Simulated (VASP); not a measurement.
# KF (Pm-3m) in VASP: a series of runs

The runs below take KF through single point, with PBE+U, LDA+U, RPBE+D3(BJ), RPBE.

All numbers are computed with VASP 6.6.1; they aren't measurements. Logs are shortened: lines on timing, memory, paths and dates and some standing lists are left out, and cuts for length are marked.

## Step 1: The cell of the first run

The structure is cubic, space group Pm-3m (No. 221). Conventional cell: a = 3.259 Å, b = 3.259 Å, c = 3.259 Å, α = 90.00°, β = 90.00°, γ = 90.00°. K (site symmetry m-3m) has 8 F at 2.82 Å and 6 K at 3.26 Å within 3.7 Å. F (site symmetry m-3m) has 8 K at 2.82 Å and 6 F at 3.26 Å within 3.7 Å.

## Step 2: Single point, PBE+U

File INCAR:

```
SYSTEM = KF
PREC = Accurate
ENCUT = 600
EDIFF = 1E-6
ISMEAR = 0
SIGMA = 0.1
LREAL = .FALSE.
LASPH = .TRUE.
NELM = 200
ALGO = Normal
ISIF = 2
LWAVE = .FALSE.
LCHARG = .FALSE.
LDAU = .TRUE.
LDAUTYPE = 2
LDAUL = -1 1
LDAUU = 0 2.3
LDAUJ = 0 0
LDAUPRINT = 1
GGA = PE
NBANDS = 15
GGA_COMPAT = .FALSE.
```

File KPOINTS:

```
Automatic mesh
0
G
  1 1 1
  0 0 0
```

File POSCAR:

```
KF
1.0
    3.2589550000      0.0000000000      0.0000000000
    0.0000000000      3.2589550000      0.0000000000
    0.0000000000      0.0000000000      3.2589550000
K F
1 1
Direct
    0.0000000000      0.0000000000      0.0000000000
    0.5000000000      0.5000000000      0.5000000000
```

Potentials or basis: VASP PAW PBE potentials, release 64 (K_sv, F).

Launch:

```sh
> cat potpaw_PBE.64/K_sv/POTCAR potpaw_PBE.64/F/POTCAR > POTCAR
> mpirun -np 1 vasp_gam > vasp.out
```

OUTCAR:

```text
SYSTEM = KF
   PREC = Accurate
   ENCUT = 600
   EDIFF = 1E-6
   ISMEAR = 0
   LREAL = .FALSE.
   LASPH = .TRUE.
   NELM = 200
   ISIF = 2
   GGA = PE

 ion  position               nearest neighbor table
   1  0.000  0.000  0.000-   2 2.82   2 2.82   2 2.82   2 2.82   2 2.82   2 2.82   2 2.82   2 2.82

   2  0.500  0.500  0.500-   1 2.82   1 2.82   1 2.82   1 2.82   1 2.82   1 2.82   1 2.82   1 2.82

  LATTYP: Found a simple cubic cell.
 ALAT       =     3.2589550000

  Lattice vectors:

 A1 = (   3.2589550000,   0.0000000000,   0.0000000000)
 A2 = (   0.0000000000,   3.2589550000,   0.0000000000)
 A3 = (   0.0000000000,   0.0000000000,   3.2589550000)

Analysis of symmetry for initial positions (statically):
=====================================================================
 Subroutine PRICEL returns:
 Original cell was already a primitive cell.

 Routine SETGRP: Setting up the symmetry group for a
 simple cubic supercell.

 Subroutine GETGRP returns: Found 48 space group operations
 (whereof 48 operations were pure point group operations)
 out of a pool of 48 trial point group operations.

The static configuration has the point symmetry O_h .

Analysis of symmetry for dynamics (positions and initial velocities):
=====================================================================
 Subroutine PRICEL returns:
 Original cell was already a primitive cell.

 Routine SETGRP: Setting up the symmetry group for a
 simple cubic supercell.

 Subroutine GETGRP returns: Found 48 space group operations
 (whereof 48 operations were pure point group operations)
 out of a pool of 48 trial point group operations.

The dynamic configuration has the point symmetry O_h .

 Subroutine INISYM returns: Found 48 space group operations
 (whereof 48 operations are pure point group operations),
 and found     1 'primitive' translations

----------------------------------------------------------------------------------------

                                     Primitive cell

  volume of cell :      34.6127

  direct lattice vectors                    reciprocal lattice vectors
     3.258955000  0.000000000  0.000000000     0.306846827  0.000000000  0.000000000
     0.000000000  3.258955000  0.000000000     0.000000000  0.306846827  0.000000000
     0.000000000  0.000000000  3.258955000     0.000000000  0.000000000  0.306846827

[... 62 lines left out ...]
   NSW    =      0    number of steps for IOM
   IBRION =     -1    ionic relax: 0-MD 1-quasi-New 2-CG
   NFREE  =      0    steps in history (QN), initial steepest desc. (CG)
   ISIF   =      2    stress and relaxation
   ISYM   =      2    0-nonsym 1-usesym 2-fastsym
   POTIM  = 0.5000    time-step for ionic-motion
   TEBEG  =    0.0;   TEEND  =   0.0 temperature during run
   PSTRESS=    0.0 pullay stress
   NELECT =      16.0000    total number of electrons
   NUPDOWN=      -1.0000    fix difference up-down
   EMIN   =  10.00;   EMAX   =-10.00  energy-range for DOS
   EFERMI =   0.00;   METHOD = LEGACY
   ISMEAR =     0;   SIGMA  =   0.10  broadening in eV -4-tet -1-fermi 0-gaus
   EFERMI_NEDOS =   21; number of points for ismear=-14 and -15
   IALGO  =     38    algorithm
   IMIX   =      4    mixing-type and parameters
     AMIX     =   0.40;   BMIX     =  1.00
     AMIX_MAG =   1.60;   BMIX_MAG =  1.00
  volume/ion in A,a.u.               =      17.31       116.79
  Fermi-wavevector in a.u.,A,eV,Ry     =   1.265814  2.392041 21.800402  1.602284
  Thomas-Fermi vector in A             =   2.399047
   LORBIT       =      0    0 simple, 1 ext, 2 COOP (PROOUT), +10 PAW based schemes
 LDA+U is selected, type is set to LDAUTYPE =  2
   angular momentum for each species LDAUL =    -1    1
   U (eV)           for each species LDAUU =   0.0  2.3
   J (eV)           for each species LDAUJ =   0.0  0.0
   GGA     = PE    functional components
   LHFCALC =     F    Hartree Fock is set to
   AEXX    =    0.0000 exact exchange contribution
   IVDW    =     0    specifies the selected vdW correction
   LEPSILON=     F    determine dielectric tensor
   LRPA    =     F    only Hartree local field effects (RPA)
 non-spin polarized calculation
 Gauss-broadening in eV      SIGMA  =   0.10
  energy-cutoff  :      600.00
  volume of cell :       34.61
 maximum number of plane-waves:       595
 NGX is ok and might be reduce to    28
   NGX = 13   NGY = 13   NGZ = 13

 number of electron      16.0000012 magnetization

 Free energy of the ion-electron system (eV)
  ---------------------------------------------------
  ext. energy  EPLUGINS =         0.00000000
  ---------------------------------------------------
  free energy    TOTEN  =        -2.58388757 eV

  energy without entropy =       -2.58388757  energy(sigma->0) =       -2.58388757

 E-fermi :  -0.1574     XC(G=0):  -8.7224

 val. band max:       -0.7564989710   @ k =   0.0000   0.0000   0.0000
 cond. band min:       4.6539495477   @ k =   0.0000   0.0000   0.0000
 fundamental gap:      5.4104485187
 Fermi energy:        -0.1573777040

 k-point     1 :       0.0000    0.0000    0.0000
  band No.  band energies     occupation
      1     -28.7959      2.00000
      2     -19.0209      2.00000
      3     -11.8779      2.00000
      4     -11.8779      2.00000
      5     -11.8779      2.00000
      6      -0.7565      2.00000
      7      -0.7565      2.00000
      8      -0.7565      2.00000
      9       4.6539      0.00000
     10       6.4142      0.00000
     11       6.4142      0.00000
     12      11.8778      0.00000
     13      11.8778      0.00000
     14      11.8778      0.00000
     15      19.2906      0.00000

------------------------ aborting loop because EDIFF is reached ----------------------------------------

  FORCE on cell =-STRESS in cart. coord.  units (eV):
  Direction    XX          YY          ZZ          XY          YZ          ZX
  --------------------------------------------------------------------------------------
  -------------------------------------------------------------------------------------
  Total        7.1951183      7.1951183      7.1951183      0.0000000      0.0000000      0.0000000
  in kB      333.0530605    333.0530605    333.0530605      0.0000000      0.0000000      0.0000000
  external PRESSURE =     333.0530605 kB  Pullay stress =       0.0000000 kB

 VOLUME and BASIS-vectors are now :
 -----------------------------------------------------------------------------
  energy-cutoff  :      600.00
  volume of cell :       34.61
      direct lattice vectors                 reciprocal lattice vectors
     3.258955000  0.000000000  0.000000000     0.306846827  0.000000000  0.000000000
     0.000000000  3.258955000  0.000000000     0.000000000  0.306846827  0.000000000
     0.000000000  0.000000000  3.258955000     0.000000000  0.000000000  0.306846827

 POSITION                                       TOTAL-FORCE (eV/Angst)
 -----------------------------------------------------------------------------------
      0.00000      0.00000      0.00000         0.000000      0.000000      0.000000
      1.62948      1.62948      1.62948         0.000000      0.000000      0.000000
 -----------------------------------------------------------------------------------
    total drift:                                0.000000      0.000000      0.000000

  FREE ENERGIE OF THE ION-ELECTRON SYSTEM (eV)
  ---------------------------------------------------
  free  energy   TOTEN  =        -2.5838875670 eV

  energy  without entropy=       -2.5838875670  energy(sigma->0) =       -2.58388757
```

OSZICAR:

```text
N       E                     dE             d eps       ncg     rms          rms(c)
DAV:   1     0.232551874399E+03    0.23255E+03   -0.98151E+03    30   0.120E+03
DAV:   2     0.357328483052E+01   -0.22898E+03   -0.16069E+03    37   0.325E+02
DAV:   3    -0.467134795622E+01   -0.82446E+01   -0.81244E+01    37   0.734E+01
DAV:   4    -0.475373910287E+01   -0.82391E-01   -0.82385E-01    44   0.779E+00
DAV:   5    -0.475793980789E+01   -0.42007E-02   -0.42007E-02    45   0.115E+00    0.813E+00
DAV:   6    -0.268886117276E+01    0.20691E+01   -0.63141E+00    30   0.183E+01    0.395E+00
DAV:   7    -0.261184206847E+01    0.77019E-01   -0.23610E-01    37   0.341E+00    0.266E+00
DAV:   8    -0.258364466448E+01    0.28197E-01   -0.66302E-02    30   0.280E+00    0.234E-01
DAV:   9    -0.258402384929E+01   -0.37918E-03   -0.91978E-03    37   0.726E-01    0.139E-01
DAV:  10    -0.258389721721E+01    0.12663E-03   -0.89731E-04    30   0.229E-01    0.481E-02
DAV:  11    -0.258388718542E+01    0.10032E-04   -0.48252E-05    37   0.478E-02    0.370E-02
DAV:  12    -0.258388756702E+01   -0.38161E-06   -0.49698E-06    44   0.243E-02
   1 F= -.25838876E+01 E0= -.25838876E+01  d E =-.436221E-16
```

stdout:

```text
POSCAR found type information on POSCAR K F
 POSCAR found :  2 types and       2 ions
 scaLAPACK will be used
 LDA part: xc-table for (Slater+PW92), standard interpolation
 POSCAR, INCAR and KPOINTS ok, starting setup
 FFT: planning ... GRIDC
 FFT: planning ... GRID_SOFT
 FFT: planning ... GRID
 WAVECAR not read
 entering main loop
```

It took 2.8 s on 1 thread of AMD EPYC 7R43 (Zen 3), shared host; peak memory 0.11 GiB.

What came out:

* Free energy: -2.5839 eV
* Pressure: 33.3 GPa

Levels at points of the mesh, in eV from the Fermi level:
```csv
k point,band 6,band 7,band 8,band 9,band 10,band 11
"(0.00, 0.00, 0.00)",-0.60,-0.60,-0.60,4.81,6.57,6.57
```

Caveat: the k points lie up to 1.93 Å⁻¹ apart.

## Step 3: Single point, LDA+U

File INCAR:

```
PREC = Accurate ; ENCUT = 600
EDIFF = 1E-6 ; ISMEAR = -5
SIGMA = 0.1 ; LREAL = False
LASPH = True ; NELM = 200
ALGO = Normal ; ISIF = 2
LWAVE = False ; LCHARG = False
LDAU = True ; LDAUTYPE = 2
LDAUL = -1 1 ; LDAUU = 0 1.5
LDAUJ = 0 0 ; LDAUPRINT = 1
GGA = CA ; NBANDS = 15
GGA_COMPAT = False
```

File KPOINTS:

```
regular mesh
0
Gamma
  4 4 4
```

File POSCAR:

```
KF
1.0
    3.2589550000      0.0000000000      0.0000000000
    0.0000000000      3.2589550000      0.0000000000
    0.0000000000      0.0000000000      3.2589550000
K F
1 1
Direct
    0.7540000000      0.1780000000      0.0680000000
    1.2540000000      0.6780000000      0.5680000000
```

Potentials or basis: VASP PAW LDA potentials, release 64 (K_sv, F).

Launch:

```sh
> cat potpaw_LDA.64/K_sv/POTCAR potpaw_LDA.64/F/POTCAR > POTCAR
> mpirun -np 1 vasp_std > vasp.out
```

Wall time 5.5 s (1 thread of AMD EPYC 7R43 (Zen 3), shared host); peak memory 0.1 GiB.

The run converged. Its results:

```
Free energy            : -7.9764 eV
Pressure               : -6.0 GPa
Band gap on the k mesh : 6.04 eV (least direct gap 6.09 eV)
```

Levels at points of the mesh, in eV from the valence-band top:
```csv
k point,band 6,band 7,band 8,band 9,band 10,band 11
"(0.00, 0.00, 0.00)",-0.05,-0.05,-0.05,6.04,8.18,8.18
"(0.50, 0.00, 0.00)",-1.26,-0.17,-0.17,9.17,9.22,10.68
"(0.50, 0.50, 0.00)",-0.61,-0.61,0.00,8.37,8.83,11.88
"(0.50, 0.50, 0.50)",-1.06,-1.06,-1.06,10.35,10.35,10.35
```

Caveat: the k points lie up to 0.48 Å⁻¹ apart. A k mesh can miss the band edges.

## Step 4: Single point, PBE+U

File INCAR:

```
SYSTEM = KF
  PREC = Accurate
  ENCUT = 600
  EDIFF = 1E-6
  ISMEAR = 0
  SIGMA = 0.1
  LREAL = .FALSE.
  LASPH = .TRUE.
  NELM = 200
  ALGO = Normal
  ISIF = 2
  LWAVE = .FALSE.
  LCHARG = .FALSE.
  LDAU = .TRUE.
  LDAUTYPE = 2
  LDAUL = -1 1
  LDAUU = 0 1.3
  LDAUJ = 0 0
  LDAUPRINT = 1
  GGA = PE
  NBANDS = 15
  GGA_COMPAT = .FALSE.
```

File KPOINTS:

```
regular mesh
0
G
  8 8 8
  0 0 0
```

File POSCAR:

```
KF
1.0
    3.2589550000      0.0000000000      0.0000000000
    0.0000000000      3.2589550000      0.0000000000
    0.0000000000      0.0000000000      3.2589550000
K F
1 1
Direct
    0.0000000000      0.0000000000      0.0000000000
    0.5000000000      0.5000000000      0.5000000000
```

Potentials or basis: VASP PAW PBE potentials, release 64 (K_sv, F).

Launch:

```sh
> cat potpaw_PBE.64/K_sv/POTCAR potpaw_PBE.64/F/POTCAR > POTCAR
> mpirun -np 1 vasp_std > vasp.out
```

Run time: 17 s. Hardware: 1 thread of AMD EPYC 7R43 (Zen 3), shared host; peak memory 0.13 GiB.

It converged, with:

* Free energy: -7.3297 eV
* Pressure: -0.3 GPa
* Band gap on the k mesh: 6.38 eV (least direct gap 6.43 eV)

Levels at points of the mesh, in eV from the valence-band top:
| k point | band 6 | band 7 | band 8 | band 9 | band 10 | band 11 |
| --- | --- | --- | --- | --- | --- | --- |
| (0.00, 0.00, 0.00) | -0.05 | -0.05 | -0.05 | 6.38 | 8.38 | 8.38 |
| (0.50, 0.00, 0.00) | -1.20 | -0.16 | -0.16 | 9.37 | 9.43 | 10.99 |
| (0.50, 0.50, 0.00) | -0.60 | -0.60 | 0.00 | 8.57 | 9.07 | 11.95 |
| (0.50, 0.50, 0.50) | -1.01 | -1.01 | -1.01 | 10.50 | 10.50 | 10.50 |

A k mesh can miss the band edges.

(Part 1 of 2 ends here.)
